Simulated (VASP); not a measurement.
# P (P4/mmm) in VASP: notebook, part 2 of 2

VASP 6.6.1. Earlier steps stand in the parts before.

### 3 Single point, PBEsol+D3(BJ) (strain -0.030 along x and y, +0.000 along z)

INCAR

```
ALGO = Normal ; EDIFF = 1E-7
ENCUT = 520 ; GGA = PS
ISIF = 2 ; ISMEAR = 0
IVDW = 12 ; LASPH = T
LCHARG = F ; LREAL = F
LWAVE = F ; NBANDS = 8
NELM = 80 ; PREC = Accurate
SIGMA = 0.15
```

KPOINTS

```
k-points
0
Gamma
  12 12 12
```

POSCAR

```
P
1.0
    4.1447177117      0.0000000000      0.0000000000
    0.0000000000      4.1447177117      0.0000000000
    0.0000000000      0.0000000000      4.3780000000
P
1
Direct
    0.0000000000      0.0000000000      0.0000000000
```

Potentials or basis: VASP PAW PBE potentials, release 64 (P).

Started as:

```
cat potpaw_PBE.64/P/POTCAR > POTCAR
mpirun -np 1 vasp_std > vasp.out
```

OUTCAR:

```text
EDIFF = 1E-7
   ENCUT = 520
   GGA = PS
   ISIF = 2
   ISMEAR = 0
   IVDW = 12
   LASPH = T
   LREAL = F
   NELM = 80
   PREC = Accurate
 IVDW          = 12

 ion  position               nearest neighbor table
   1  0.000  0.000  0.000-

  LATTYP: Found a simple tetragonal cell.
 ALAT       =     4.1447177117
 C/A-ratio  =     1.0562842405

  Lattice vectors:

 A1 = (   4.1447177117,   0.0000000000,   0.0000000000)
 A2 = (   0.0000000000,   4.1447177117,   0.0000000000)
 A3 = (   0.0000000000,   0.0000000000,   4.3780000000)

Analysis of symmetry for initial positions (statically):
=====================================================================
 Subroutine PRICEL returns:
 Original cell was already a primitive cell.

 Routine SETGRP: Setting up the symmetry group for a
 simple tetragonal supercell.

 Subroutine GETGRP returns: Found 16 space group operations
 (whereof 16 operations were pure point group operations)
 out of a pool of 16 trial point group operations.

The static configuration has the point symmetry D_4h.

Analysis of symmetry for dynamics (positions and initial velocities):
=====================================================================
 Subroutine PRICEL returns:
 Original cell was already a primitive cell.

 Routine SETGRP: Setting up the symmetry group for a
 simple tetragonal supercell.

 Subroutine GETGRP returns: Found 16 space group operations
 (whereof 16 operations were pure point group operations)
 out of a pool of 16 trial point group operations.

The dynamic configuration has the point symmetry D_4h.

 Subroutine INISYM returns: Found 16 space group operations
 (whereof 16 operations are pure point group operations),
 and found     1 'primitive' translations

----------------------------------------------------------------------------------------

                                     Primitive cell

  volume of cell :      75.2083

  direct lattice vectors                    reciprocal lattice vectors
     4.144717712  0.000000000  0.000000000     0.241270955  0.000000000  0.000000000
     0.000000000  4.144717712  0.000000000     0.000000000  0.241270955  0.000000000
     0.000000000  0.000000000  4.378000000     0.000000000  0.000000000  0.228414801

  length of vectors
     4.144717712  4.144717712  4.378000000     0.241270955  0.241270955  0.228414801

  position of ions in fractional coordinates (direct lattice)
     0.000000000  0.000000000  0.000000000

  ion indices of the primitive-cell ions
   primitive index   ion index
                 1           1

----------------------------------------------------------------------------------------

 KPOINTS: k-points

Automatic generation of k-mesh.
 Grid dimensions read from file:
 generate k-points for:   12   12   12

 Generating k-lattice:

  Cartesian coordinates                     Fractional coordinates (reciprocal lattice)
     0.020105913  0.000000000  0.000000000     0.083333333  0.000000000  0.000000000
     0.000000000  0.020105913  0.000000000     0.000000000  0.083333333  0.000000000
     0.000000000  0.000000000  0.019034567     0.000000000  0.000000000  0.083333333

  Length of vectors
     0.020105913  0.020105913  0.019034567

  Shift w.r.t. Gamma in fractional coordinates (k-lattice)
     0.000000000  0.000000000  0.000000000

 Subroutine IBZKPT returns following result:
 ===========================================

 Found    196 irreducible k-points:

 Following reciprocal coordinates:
            Coordinates               Weight
  0.000000  0.000000  0.000000      1.000000
  0.083333  0.000000  0.000000      4.000000
  0.166667  0.000000  0.000000      4.000000
  0.250000  0.000000  0.000000      4.000000
  0.333333  0.000000  0.000000      4.000000
  0.416667  0.000000  0.000000      4.000000
[... 16 lines left out ...]
  0.333333  0.333333  0.000000      4.000000
  0.416667  0.333333  0.000000      8.000000
 [... further k-points ...]
   k-points           NKPTS =    196   k-points in BZ     NKDIM =    196   number of bands    NBANDS=      8
   number of dos      NEDOS =    301   number of ions     NIONS =      1
   total plane-waves  NPLWV =  36864
   dimension x,y,z NGX =    32 NGY =   32 NGZ =   36
   dimension x,y,z NGXF=    64 NGYF=   64 NGZF=   72
   ions per type =               1
   NGX,Y,Z   is equivalent  to a cutoff of  12.84, 12.84, 13.67 a.u.
   NGXF,Y,Z  is equivalent  to a cutoff of  25.67, 25.67, 27.34 a.u.
 SYSTEM =  unknown system
   PREC   = accura    normal or accurate (medium, high low for compatibility)
   ISTART =      0    job   : 0-new  1-cont  2-samecut
   ICHARG =      2    charge: 1-file 2-atom 10-const
   ISPIN  =      1    spin polarized calculation?
   LNONCOLLINEAR =      F non collinear calculations
   LSORBIT =      F    spin-orbit coupling
   LASPH  =      T    aspherical Exc in radial PAW
   ENCUT  =  520.0 eV  38.22 Ry    6.18 a.u.   7.71  7.71  8.14*2*pi/ulx,y,z
   NELM   =     80;   NELMIN=  2; NELMDL= -5     # of ELM steps
   EDIFF  = 0.1E-06   stopping-criterion for ELM
   LREAL  =      F    real-space projection
   EDIFFG = 0.1E-05   stopping-criterion for IOM
   NSW    =      0    number of steps for IOM
   IBRION =     -1    ionic relax: 0-MD 1-quasi-New 2-CG
   NFREE  =      0    steps in history (QN), initial steepest desc. (CG)
   ISIF   =      2    stress and relaxation
   ISYM   =      2    0-nonsym 1-usesym 2-fastsym
   POTIM  = 0.5000    time-step for ionic-motion
   TEBEG  =    0.0;   TEEND  =   0.0 temperature during run
   PSTRESS=    0.0 pullay stress
   NELECT =       5.0000    total number of electrons
   NUPDOWN=      -1.0000    fix difference up-down
   EMIN   =  10.00;   EMAX   =-10.00  energy-range for DOS
   EFERMI =   0.00;   METHOD = LEGACY
   ISMEAR =     0;   SIGMA  =   0.15  broadening in eV -4-tet -1-fermi 0-gaus
   EFERMI_NEDOS =   21; number of points for ismear=-14 and -15
   IALGO  =     38    algorithm
   IMIX   =      4    mixing-type and parameters
     AMIX     =   0.40;   BMIX     =  1.00
     AMIX_MAG =   1.60;   BMIX_MAG =  1.00
  volume/ion in A,a.u.               =      75.21       507.53
  Fermi-wavevector in a.u.,A,eV,Ry     =   0.663198  1.253262  5.984265  0.439831
  Thomas-Fermi vector in A             =   1.736502
   LORBIT       =      0    0 simple, 1 ext, 2 COOP (PROOUT), +10 PAW based schemes
   GGA     = PS    functional components
   LHFCALC =     F    Hartree Fock is set to
   AEXX    =    0.0000 exact exchange contribution
   IVDW    =    12    specifies the selected vdW correction
   LEPSILON=     F    determine dielectric tensor
   LRPA    =     F    only Hartree local field effects (RPA)
 non-spin polarized calculation
 Gauss-broadening in eV      SIGMA  =   0.15
  energy-cutoff  :      520.00
  volume of cell :       75.21
 maximum number of plane-waves:      2044
 NGX is ok and might be reduce to    32
   NGX = 15   NGY = 15   NGZ = 17

 number of electron       5.0000002 magnetization

 Free energy of the ion-electron system (eV)
  ---------------------------------------------------
  ext. energy  EPLUGINS =         0.00000000
  ---------------------------------------------------
  free energy    TOTEN  =        -1.31709662 eV

  energy without entropy =       -1.28216670  energy(sigma->0) =       -1.29963166

 E-fermi :  -2.9185     XC(G=0):  -5.2419

 val. band max:       -2.9207626895   @ k =   0.2500   0.2500   0.1667
 cond. band min:      -2.9162098800   @ k =   0.4167   0.0833   0.2500
 fundamental gap:      0.0045528095
 Fermi energy:        -2.9185292575

 k-point     1 :       0.0000    0.0000    0.0000
  band No.  band energies     occupation
      1     -11.6979      2.00000
      2      -2.5109      0.00012
      3      -2.2463      0.00000
      4      -2.2463      0.00000
      5       1.7750      0.00000
      6       4.5009      0.00000
      7       4.6856      0.00000
      8       9.3011      0.00000
[... 243 lines left out ...]
 k-point    24 :       0.4167    0.3333    0.0000
  band No.  band energies     occupation
      1     -11.3421      2.00000
      2      -3.5309      2.00000
      3      -3.2302      1.99670
      4      -2.2055      0.00000
      5       3.4010      0.00000
      6       4.8199      0.00000
      7       6.9097      0.00000
      8       7.0674      0.00000

 [... further k-points ...]

------------------------ aborting loop because EDIFF is reached ----------------------------------------

 Edisp (eV)   -0.08690

 E8    (eV) :    -0.0513

  FORCE on cell =-STRESS in cart. coord.  units (eV):
  Direction    XX          YY          ZZ          XY          YZ          ZX
  --------------------------------------------------------------------------------------
  -------------------------------------------------------------------------------------
  Total      -2.33357    -2.33357    -1.85705     0.00000     0.00000     0.00000
  in kB     -49.71250   -49.71250   -39.56117     0.00000     0.00000     0.00000
  external pressure =      -46.33 kB  Pullay stress =        0.00 kB

 VOLUME and BASIS-vectors are now :
 -----------------------------------------------------------------------------
  energy-cutoff  :      520.00
  volume of cell :       75.21
      direct lattice vectors                 reciprocal lattice vectors
     4.144717712  0.000000000  0.000000000     0.241270955  0.000000000  0.000000000
     0.000000000  4.144717712  0.000000000     0.000000000  0.241270955  0.000000000
     0.000000000  0.000000000  4.378000000     0.000000000  0.000000000  0.228414801

 POSITION                                       TOTAL-FORCE (eV/Angst)
 -----------------------------------------------------------------------------------
      0.00000      0.00000      0.00000         0.000000      0.000000      0.000000
 -----------------------------------------------------------------------------------
    total drift:                               -0.000000      0.000000      0.000000

  FREE ENERGIE OF THE ION-ELECTRON SYSTEM (eV)
  ---------------------------------------------------
  free  energy   TOTEN  =        -1.4039989210 eV

  energy  without entropy=       -1.3690689924  energy(sigma->0) =       -1.38653396
```

Run time: 35 s. Hardware: 1 thread of Intel Xeon 6975P-C (Granite Rapids), shared host; peak memory 0.24 GiB.

What came out:

```yaml
Free_energy: -1.4040 eV
Pressure: -4.6 GPa
Band_gap_on_the_k_mesh: zero (an odd number of electrons rules out a gap without spin polarisation)
Dispersion_energy_per_atom: -0.087 eV
```

Stress tensor (GPa, compression positive):
```
-4.97  0.00  0.00
 0.00 -4.97  0.00
 0.00  0.00 -3.96
```

Caveat: the cell differs from its parent crystal (strain -0.030 along x and y, +0.000 along z); the cell stands under tension; the nearest neighbours stand farther apart than a usual bond; the PAW data sets were made with another functional, which shifts forces and pressure a little; an odd number of electrons without spin polarisation forces a metal; a magnetic or distorted state may lie lower.

### 4 Single point, PBEsol+D3(BJ) (strain -0.015 along x and y, -0.030 along z)

INCAR

```
ALGO     = Normal         # electronic algorithm
EDIFF    = 1E-6           # SCF threshold, eV
ENCUT    = 520            # plane-wave cutoff, eV
GGA      = PS             # functional
ISIF     = 2              # what is computed and relaxed
ISMEAR   = 0              # smearing method
IVDW     = 12             # dispersion correction
LASPH    = T              # aspherical terms in the spheres
LCHARG   = F              # write CHGCAR
LREAL    = F              # projectors in reciprocal space
LWAVE    = F              # write WAVECAR
NBANDS   = 8              # bands
NELM     = 60             # most SCF steps
PREC     = Accurate       # precision mode
SIGMA    = 0.15           # smearing width, eV
```

KPOINTS is that of step 3.

POSCAR

```
P
1.0
    4.2088112845      0.0000000000      0.0000000000
    0.0000000000      4.2088112845      0.0000000000
    0.0000000000      0.0000000000      4.2466600000
P
1
Direct
    0.0000000000      0.0000000000      0.0000000000
```

Started as:

```
cat potpaw_PBE.64/P/POTCAR > POTCAR
mpirun -np 1 vasp_std > vasp.out
```

Run time: 31 s. Hardware: 1 thread of Intel Xeon 6975P-C (Granite Rapids), shared host; peak memory 0.24 GiB.

The run converged. Its results:

* Free energy: -1.3951 eV
* Pressure: -4.6 GPa
* Band gap on the k mesh: zero (an odd number of electrons rules out a gap without spin polarisation)
* Dispersion energy per atom: -0.087 eV

Stress tensor (GPa, compression positive):
```
-4.68  0.00  0.00
 0.00 -4.68  0.00
 0.00  0.00 -4.52
```

Levels at points of the mesh, in eV from the Fermi level:
| k point | band 1 | band 2 | band 3 | band 4 | band 5 |
| --- | --- | --- | --- | --- | --- |
| (0.00, 0.00, 0.00) | -8.77 | 0.55 | 0.60 | 0.60 | 4.70 |
| (0.50, 0.00, 0.00) | -8.58 | -0.91 | 0.72 | 0.76 | 6.63 |
| (0.50, 0.50, 0.00) | -8.40 | -0.58 | -0.58 | 0.86 | 5.81 |
| (0.00, 0.00, 0.50) | -8.59 | -0.89 | 0.75 | 0.75 | 6.62 |
| (0.50, 0.00, 0.50) | -8.41 | -0.60 | -0.56 | 0.89 | 5.80 |
| (0.50, 0.50, 0.50) | -8.24 | -0.33 | -0.33 | -0.30 | 6.91 |

Caveat: the cell differs from its parent crystal (strain -0.015 along x and y, -0.030 along z); the cell stands under tension; the nearest neighbours stand farther apart than a usual bond; the PAW data sets were made with another functional, which shifts forces and pressure a little; an odd number of electrons without spin polarisation forces a metal; a magnetic or distorted state may lie lower.

### 5 The runs side by side

```csv
cell,gap on the mesh (eV),pressure (GPa)
"a = 4.145, b = 4.145, c = 4.312 Å, 1 atom",none,-4.8
"a = 4.145, b = 4.145, c = 4.378 Å, 1 atom",none,-4.6
"a = 4.209, b = 4.209, c = 4.247 Å, 1 atom",none,-4.6
```

Alike in all rows: task single point; level PBEsol+D3(BJ); potentials or basis VASP PAW PBE potentials, release 64 (P); no spin polarisation; k mesh 12 × 12 × 12; cutoff (eV) 520; smearing gaussian 0.15 eV.

Caveats: the cell stands under tension; the nearest neighbours stand farther apart than a usual bond; the PAW data sets were made with another functional, which shifts forces and pressure a little; an odd number of electrons without spin polarisation forces a metal; a magnetic or distorted state may lie lower.

Absolute energies hang on the potentials; compare differences alone.
